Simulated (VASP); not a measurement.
# SiO2 (P4_2/mcm) in VASP: single point with PBE

Aim: the single point of SiO2 with PBE.

All numbers are computed with VASP 6.6.1; they aren't measurements. Logs are shortened: lines on timing, memory, paths and dates and some standing lists are left out, and cuts for length are marked.

### Step 1. The cell of the first run

It takes space group P4_2/mcm (No. 132, tetragonal). The conventional cell has a = 8.239 Å, b = 8.239 Å, c = 5.559 Å, α = 90.00°, β = 90.00°, γ = 90.00°. Si (site symmetry m) has 4 O at 1.63 to 1.67 Å within 2.2 Å. Within 2.2 Å of O (site symmetry 2/m) lie 2 Si at 1.63 Å. Within 2.2 Å of O (site symmetry 2) lie 2 Si at 1.63 Å. O (site symmetry m2m) has 2 Si at 1.67 Å within 2.2 Å.

### Step 2. Single point, PBE

Input file INCAR:

```
SYSTEM = SiO2
PREC = Accurate
ENCUT = 520
EDIFF = 1E-6
ISMEAR = 0
SIGMA = 0.02
LREAL = Auto
LASPH = .True.
NELM = 80
ALGO = Normal
ISIF = 2
LWAVE = .False.
LCHARG = .False.
GGA = PE
NBANDS = 82
```

Input file KPOINTS:

```
regular mesh
0
Gamma
  4 4 4
  0 0 0
```

Input file POSCAR:

```
SiO2
1.0
    8.2390280270      0.0000000000      0.0000000000
    0.0000000000      8.2390280270      0.0000000000
    0.0000000000      0.0000000000      5.5589757612
Si O
8 16
Direct
    0.3138481562      0.9312576286      0.5000000000
    0.6861518438      0.9312576286      0.0000000000
    0.6861518438      0.0687423714      0.5000000000
    0.9312576286      0.6861518438      0.0000000000
    0.9312576286      0.3138481562      0.5000000000
    0.3138481562      0.0687423714      0.0000000000
    0.0687423714      0.3138481562      0.0000000000
    0.0687423714      0.6861518438      0.5000000000
    0.5000000000      0.0000000000      0.5000000000
    0.2364506743      0.0000000000      0.2500000000
    0.2364506743      0.0000000000      0.7500000000
    0.2657537234      0.7342462766      0.5000000000
    0.7635493257      0.0000000000      0.7500000000
    0.7635493257      0.0000000000      0.2500000000
    0.7342462766      0.7342462766      0.0000000000
    0.5000000000      0.0000000000      0.0000000000
    0.7342462766      0.2657537234      0.5000000000
    0.0000000000      0.5000000000      0.0000000000
    0.0000000000      0.7635493257      0.7500000000
    0.0000000000      0.7635493257      0.2500000000
    0.0000000000      0.2364506743      0.2500000000
    0.0000000000      0.2364506743      0.7500000000
    0.0000000000      0.5000000000      0.5000000000
    0.2657537234      0.2657537234      0.0000000000
```

Potentials or basis: VASP PAW PBE potentials, release 64 (Si, O).

On the command line:

```bash
> cat potpaw_PBE.64/Si/POTCAR potpaw_PBE.64/O/POTCAR > POTCAR
> mpirun -np 1 vasp_std > vasp.out
```

OUTCAR:

```text
SYSTEM = SiO2
   PREC = Accurate
   ENCUT = 520
   EDIFF = 1E-6
   ISMEAR = 0
   LREAL = Auto
   LASPH = .True.
   NELM = 80
   ISIF = 2
   GGA = PE

 ion  position               nearest neighbor table
   1  0.314  0.931  0.500-  10 1.63  11 1.63   9 1.63  12 1.67   8 2.86   6 3.00   6 3.00
   2  0.686  0.931  0.000-  13 1.63  14 1.63  16 1.63  15 1.67   4 2.86   3 3.00   3 3.00
   3  0.686  0.069  0.500-  13 1.63  14 1.63   9 1.63  17 1.67   5 2.86   2 3.00   2 3.00
   4  0.931  0.686  0.000-  19 1.63  20 1.63  18 1.63  15 1.67   2 2.86   8 3.00   8 3.00
   5  0.931  0.314  0.500-  21 1.63  22 1.63  23 1.63  17 1.67   3 2.86   7 3.00   7 3.00
   6  0.314  0.069  0.000-  10 1.63  11 1.63  16 1.63  24 1.67   7 2.86   1 3.00   1 3.00
   7  0.069  0.314  0.000-  21 1.63  22 1.63  18 1.63  24 1.67   6 2.86   5 3.00   5 3.00
   8  0.069  0.686  0.500-  19 1.63  20 1.63  23 1.63  12 1.67   1 2.86   4 3.00   4 3.00
   9  0.500  0.000  0.500-   1 1.63   3 1.63
  10  0.236  0.000  0.250-   1 1.63   6 1.63
  11  0.236  0.000  0.750-   1 1.63   6 1.63
  12  0.266  0.734  0.500-   1 1.67   8 1.67
  13  0.764  0.000  0.750-   2 1.63   3 1.63
  14  0.764  0.000  0.250-   2 1.63   3 1.63
[... 8 lines left out ...]
  23  0.000  0.500  0.500-   5 1.63   8 1.63
  24  0.266  0.266  0.000-   6 1.67   7 1.67

  LATTYP: Found a simple tetragonal cell.
 ALAT       =     8.2390280270
 C/A-ratio  =     0.6747125684

  Lattice vectors:

 A1 = (   8.2390280270,   0.0000000000,   0.0000000000)
 A2 = (   0.0000000000,   8.2390280270,   0.0000000000)
 A3 = (   0.0000000000,   0.0000000000,   5.5589757612)

Analysis of symmetry for initial positions (statically):
=====================================================================
 Subroutine PRICEL returns:
 Original cell was already a primitive cell.

 Routine SETGRP: Setting up the symmetry group for a
 simple tetragonal supercell.

 Subroutine GETGRP returns: Found 16 space group operations
 (whereof  8 operations were pure point group operations)
 out of a pool of 16 trial point group operations.

The static configuration has the point symmetry D_2h.
 The point group associated with its full space group is D_4h.

Analysis of symmetry for dynamics (positions and initial velocities):
=====================================================================
 Subroutine PRICEL returns:
 Original cell was already a primitive cell.

 Routine SETGRP: Setting up the symmetry group for a
 simple tetragonal supercell.

 Subroutine GETGRP returns: Found 16 space group operations
 (whereof  8 operations were pure point group operations)
 out of a pool of 16 trial point group operations.

The dynamic configuration has the point symmetry D_2h.
 The point group associated with its full space group is D_4h.

 Subroutine INISYM returns: Found 16 space group operations
 (whereof  8 operations are pure point group operations),
 and found     1 'primitive' translations

----------------------------------------------------------------------------------------

                                     Primitive cell

  volume of cell :     377.3521

  direct lattice vectors                    reciprocal lattice vectors
     8.239028027  0.000000000  0.000000000     0.121373540  0.000000000  0.000000000
     0.000000000  8.239028027  0.000000000     0.000000000  0.121373540  0.000000000
     0.000000000  0.000000000  5.558975761     0.000000000  0.000000000  0.179889254

  length of vectors
     8.239028027  8.239028027  5.558975761     0.121373540  0.121373540  0.179889254

  position of ions in fractional coordinates (direct lattice)
     0.313848156  0.931257629  0.500000000
     0.686151844  0.931257629  0.000000000
     0.686151844  0.068742371  0.500000000
     0.931257629  0.686151844  0.000000000
     0.931257629  0.313848156  0.500000000
     0.313848156  0.068742371  0.000000000
[... 16 lines left out ...]
     0.000000000  0.500000000  0.500000000
     0.265753723  0.265753723  0.000000000

  ion indices of the primitive-cell ions
   primitive index   ion index
                 1           1
                 2           2
                 3           3
                 4           4
                 5           5
                 6           6
[... 16 lines left out ...]
                23          23
                24          24

----------------------------------------------------------------------------------------

 KPOINTS: regular mesh

Automatic generation of k-mesh.
 Grid dimensions read from file:
 generate k-points for:    4    4    4

 Generating k-lattice:

  Cartesian coordinates                     Fractional coordinates (reciprocal lattice)
     0.030343385  0.000000000  0.000000000     0.250000000  0.000000000  0.000000000
     0.000000000  0.030343385  0.000000000     0.000000000  0.250000000  0.000000000
     0.000000000  0.000000000  0.044972313     0.000000000  0.000000000  0.250000000

  Length of vectors
     0.030343385  0.030343385  0.044972313

  Shift w.r.t. Gamma in fractional coordinates (k-lattice)
     0.000000000  0.000000000  0.000000000

 Subroutine IBZKPT returns following result:
 ===========================================

 Found     18 irreducible k-points:

 Following reciprocal coordinates:
            Coordinates               Weight
  0.000000  0.000000  0.000000      1.000000
  0.250000  0.000000  0.000000      4.000000
  0.500000  0.000000  0.000000      2.000000
  0.250000  0.250000  0.000000      4.000000
  0.500000  0.250000  0.000000      4.000000
  0.500000  0.500000  0.000000      1.000000
[... 10 lines left out ...]
  0.500000  0.250000  0.500000      4.000000
  0.500000  0.500000  0.500000      1.000000
   k-points           NKPTS =     18   k-points in BZ     NKDIM =     18   number of bands    NBANDS=     82
   number of dos      NEDOS =    301   number of ions     NIONS =     24
   total plane-waves  NPLWV = 172032
   dimension x,y,z NGX =    64 NGY =   64 NGZ =   42
   dimension x,y,z NGXF=   128 NGYF=  128 NGZF=   84
   ions per type =               8  16
   NGX,Y,Z   is equivalent  to a cutoff of  12.91, 12.91, 12.56 a.u.
   NGXF,Y,Z  is equivalent  to a cutoff of  25.83, 25.83, 25.12 a.u.
 SYSTEM =  SiO2
   PREC   = accura    normal or accurate (medium, high low for compatibility)
   ISTART =      0    job   : 0-new  1-cont  2-samecut
   ICHARG =      2    charge: 1-file 2-atom 10-const
   ISPIN  =      1    spin polarized calculation?
   LNONCOLLINEAR =      F non collinear calculations
   LSORBIT =      F    spin-orbit coupling
   LASPH  =      T    aspherical Exc in radial PAW
   ENCUT  =  520.0 eV  38.22 Ry    6.18 a.u.  15.32 15.32 10.34*2*pi/ulx,y,z
   NELM   =     80;   NELMIN=  2; NELMDL= -5     # of ELM steps
   EDIFF  = 0.1E-05   stopping-criterion for ELM
   LREAL  =      T    real-space projection
   EDIFFG = 0.1E-04   stopping-criterion for IOM
   NSW    =      0    number of steps for IOM
   IBRION =     -1    ionic relax: 0-MD 1-quasi-New 2-CG
   NFREE  =      0    steps in history (QN), initial steepest desc. (CG)
   ISIF   =      2    stress and relaxation
   ISYM   =      2    0-nonsym 1-usesym 2-fastsym
   POTIM  = 0.5000    time-step for ionic-motion
   TEBEG  =    0.0;   TEEND  =   0.0 temperature during run
   PSTRESS=    0.0 pullay stress
   NELECT =     128.0000    total number of electrons
   NUPDOWN=      -1.0000    fix difference up-down
   EMIN   =  10.00;   EMAX   =-10.00  energy-range for DOS
   EFERMI =   0.00;   METHOD = LEGACY
   ISMEAR =     0;   SIGMA  =   0.02  broadening in eV -4-tet -1-fermi 0-gaus
   EFERMI_NEDOS =   21; number of points for ismear=-14 and -15
   IALGO  =     38    algorithm
   IMIX   =      4    mixing-type and parameters
     AMIX     =   0.40;   BMIX     =  1.00
     AMIX_MAG =   1.60;   BMIX_MAG =  1.00
  volume/ion in A,a.u.               =      15.72       106.10
  Fermi-wavevector in a.u.,A,eV,Ry     =   1.141728  2.157553 17.735770  1.303542
  Thomas-Fermi vector in A             =   2.278427
   LORBIT       =      0    0 simple, 1 ext, 2 COOP (PROOUT), +10 PAW based schemes
   GGA     = PE    functional components
   LHFCALC =     F    Hartree Fock is set to
   AEXX    =    0.0000 exact exchange contribution
   IVDW    =     0    specifies the selected vdW correction
   LEPSILON=     F    determine dielectric tensor
   LRPA    =     F    only Hartree local field effects (RPA)
 non-spin polarized calculation
 Gauss-broadening in eV      SIGMA  =   0.02
  energy-cutoff  :      520.00
  volume of cell :      377.35
 maximum number of plane-waves:     10197
 NGX is ok and might be reduce to    64
   NGX = 31   NGY = 31   NGZ = 21

 number of electron     128.0000014 magnetization

 Free energy of the ion-electron system (eV)
  ---------------------------------------------------
  ext. energy  EPLUGINS =         0.00000000
  ---------------------------------------------------
  free energy    TOTEN  =      -185.20429192 eV

  energy without entropy =     -185.20429192  energy(sigma->0) =     -185.20429192

 E-fermi :  -0.1146     XC(G=0):  -7.8492

 val. band max:       -0.2859822851   @ k =   0.0000   0.0000   0.0000
 cond. band min:       4.5173217119   @ k =   0.0000   0.0000   0.0000
 fundamental gap:      4.8033039970
 Fermi energy:        -0.1145838375

 k-point     1 :       0.0000    0.0000    0.0000
  band No.  band energies     occupation
      1     -19.9431      2.00000
      2     -19.4735      2.00000
      3     -19.1420      2.00000
      4     -19.1420      2.00000
      5     -18.5726      2.00000
      6     -18.2241      2.00000
[... 68 lines left out ...]
     75       8.6018      0.00000
     76       8.6018      0.00000

 k-point     2 :       0.2500    0.0000    0.0000
  band No.  band energies     occupation
      1     -19.9019      2.00000
      2     -19.5920      2.00000
      3     -19.1489      2.00000
      4     -19.0413      2.00000
      5     -18.5333      2.00000
      6     -18.2479      2.00000
[... 1256 lines left out ...]
 k-point    18 :       0.5000    0.5000    0.5000
  band No.  band energies     occupation
      1     -19.3768      2.00000
      2     -19.3768      2.00000
      3     -19.0422      2.00000
      4     -19.0422      2.00000
      5     -19.0011      2.00000
      6     -19.0011      2.00000
[... 68 lines left out ...]
     75       8.7057      0.00000
     76       8.7057      0.00000
 [bands above 76 left out]

------------------------ aborting loop because EDIFF is reached ----------------------------------------

  FORCE on cell =-STRESS in cart. coord.  units (eV):
  Direction    XX          YY          ZZ          XY          YZ          ZX
  --------------------------------------------------------------------------------------
  -------------------------------------------------------------------------------------
  Total        0.1986268      0.1986268      0.7892174     -0.0000000      0.0000000      0.0000000
  in kB        0.8433378      0.8433378      3.3508927     -0.0000000      0.0000000      0.0000000
  external PRESSURE =       1.6791895 kB  Pullay stress =       0.0000000 kB

 VOLUME and BASIS-vectors are now :
 -----------------------------------------------------------------------------
  energy-cutoff  :      520.00
  volume of cell :      377.35
      direct lattice vectors                 reciprocal lattice vectors
     8.239028027  0.000000000  0.000000000     0.121373540  0.000000000  0.000000000
     0.000000000  8.239028027  0.000000000     0.000000000  0.121373540  0.000000000
     0.000000000  0.000000000  5.558975761     0.000000000  0.000000000  0.179889254

 POSITION                                       TOTAL-FORCE (eV/Angst)
 -----------------------------------------------------------------------------------
      2.58580      7.67266      2.77949        -0.005391     -0.001277      0.000000
      5.65322      7.67266      0.00000         0.005391     -0.001277      0.000000
      5.65322      0.56637      2.77949         0.005391      0.001277     -0.000000
      7.67266      5.65322      0.00000        -0.001277      0.005391      0.000000
      7.67266      2.58580      2.77949        -0.001277     -0.005391      0.000000
      2.58580      0.56637      0.00000        -0.005391      0.001277      0.000000
[... 16 lines left out ...]
      0.00000      4.11951      2.77949         0.000000      0.000000      0.000000
      2.18955      2.18955      0.00000         0.024927      0.024927     -0.000000
 -----------------------------------------------------------------------------------
    total drift:                                0.000000      0.000000      0.000000

  FREE ENERGIE OF THE ION-ELECTRON SYSTEM (eV)
  ---------------------------------------------------
  free  energy   TOTEN  =      -185.2042919229 eV

  energy  without entropy=     -185.2042919229  energy(sigma->0) =     -185.20429192
```

Run time: 18 min. Hardware: 1 thread of Intel Xeon Platinum 8375C at 2.90GHz (Ice Lake), shared host; peak memory 0.6 GiB.

Results:

```yaml
Free_energy: -185.2043 eV
Pressure: 0.2 GPa
Largest_force: 0.035 eV/Å
Band_gap_on_the_k_mesh: 4.80 eV
```

Forces in eV/Å, atoms in the order of the input:
```
Si  -0.005 -0.001  0.000
Si   0.005 -0.001  0.000
Si   0.005  0.001  0.000
Si  -0.001  0.005  0.000
Si  -0.001 -0.005  0.000
Si  -0.005  0.001  0.000
Si   0.001 -0.005  0.000
Si   0.001  0.005  0.000
O    0.000  0.000  0.000
O   -0.007  0.000  0.000
O   -0.007  0.000  0.000
O    0.025 -0.025  0.000
O    0.007  0.000  0.000
O    0.007  0.000  0.000
O   -0.025 -0.025  0.000
O    0.000  0.000  0.000
O   -0.025  0.025  0.000
O    0.000  0.000  0.000
O    0.000  0.007  0.000
O    0.000  0.007  0.000
O    0.000 -0.007  0.000
O    0.000 -0.007  0.000
O    0.000  0.000  0.000
O    0.025  0.025  0.000
```

Stress tensor (GPa, compression positive):
```
0.08 0.00 0.00
0.00 0.08 0.00
0.00 0.00 0.34
```
